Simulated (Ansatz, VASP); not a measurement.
# MgO: VASP beside Ansatz

Contents of INCAR:

```
SYSTEM = MgO
  ALGO = Normal
  EDIFF = 1E-6
  ENCUT = 520
  GGA = PS
  ISIF = 2
  ISMEAR = 0
  LASPH = .True.
  LCHARG = .True.
  LELF = .True.
  LREAL = .False.
  LVHAR = .True.
  LWAVE = .False.
  NBANDS = 26
  NELM = 100
  PREC = Accurate
  SIGMA = 0.05
```

KPOINTS

```
k-points
0
Gamma
  6 6 6
  0 0 0
```

File POSCAR:

```
MgO
1.0
    4.2149416169      0.0000000000      0.0000000000
    0.0000000000     -4.2149416169      0.0000000000
    0.0000000000      0.0000000000     -4.2149416169
Mg O
4 4
Direct
    0.0000000000      0.0000000000      0.0502972566
    0.5000000000      0.5000000000      0.0000000000
    0.5000000000      0.0000000000      0.5000000000
    0.0000000000      0.5000000000      0.5000000000
    0.5000000000      0.0000000000      0.0000000000
    0.0000000000      0.5000000000      0.0000000000
    0.0000000000      0.0000000000      0.5000000000
    0.5000000000      0.5000000000      0.5000000000
```

Input for Ansatz:

```yaml
crystal:
  lattice:
    - [4.2149416169, 0.0, 0.0]
    - [0.0, -4.2149416169, 0.0]
    - [0.0, 0.0, -4.2149416169]
  atoms:
    - { symbol: Mg, position: [0.0, 0.0, 0.0502972566] }
    - { symbol: Mg, position: [0.5, 0.5, 0.0] }
    - { symbol: Mg, position: [0.5, 0.0, 0.5] }
    - { symbol: Mg, position: [0.0, 0.5, 0.5] }
    - { symbol: O, position: [0.5, 0.0, 0.0] }
    - { symbol: O, position: [0.0, 0.5, 0.0] }
    - { symbol: O, position: [0.0, 0.0, 0.5] }
    - { symbol: O, position: [0.5, 0.5, 0.5] }
basis:
  ecutwfc: 420
kpoints:
  mp_grid: { grid: [6, 6, 6] }
hamiltonian:
  xc: pbesol
  pseudopotentials: { kind: paw, azcp: { folder: soft_1 } }
scf:
  occupations: { method: gaussian, width: 0.05 }
output:
  forces: true
  stress: true
  eigenvalues: true
```

Alike in both runs: task single point; functional PBEsol; k mesh 6 × 6 × 6; occupations gaussian, width 0.05 eV; no spin polarisation.

|  | VASP | Ansatz |
| --- | --- | --- |
| version | VASP 6.6.1 | Ansatz 0.2.0 |
| potentials or method | VASP PAW PBE potentials, release 64 (Mg, O), cutoff 520 eV | scalar-relativistic, plane waves, PAW |
| valence electrons in the cell | 32 | 64 |

Ansatz gave:

```
gap on the k mesh at the Fermi level (eV)                     : 4.62
least direct gap on the mesh (eV)                             : 4.62
pressure (GPa)                                                : 1.4
traceless stress, the component that is largest in VASP (GPa) : 2.56
rms of the force components (eV/Å)                            : 0.563
```

Estimate VASP's values.

gap on the k mesh at the Fermi level (eV): 4.61; least direct gap on the mesh (eV): 4.61; pressure (GPa): 0.8; traceless stress, the component that is largest in VASP (GPa): 2.62; rms of the force components (eV/Å): 0.571.

VASP's potentials were made for PBE, not for PBEsol, and Ansatz warns of the same on its side. Atom by atom the forces differ by 0.008 eV/Å (rms over components). With one functional, cell and mesh, what is left measures potentials, basis and numerics. VASP's potentials hold 32 valence electrons a cell and Ansatz's 64, so a difference there can come from the potentials and not from the codes.
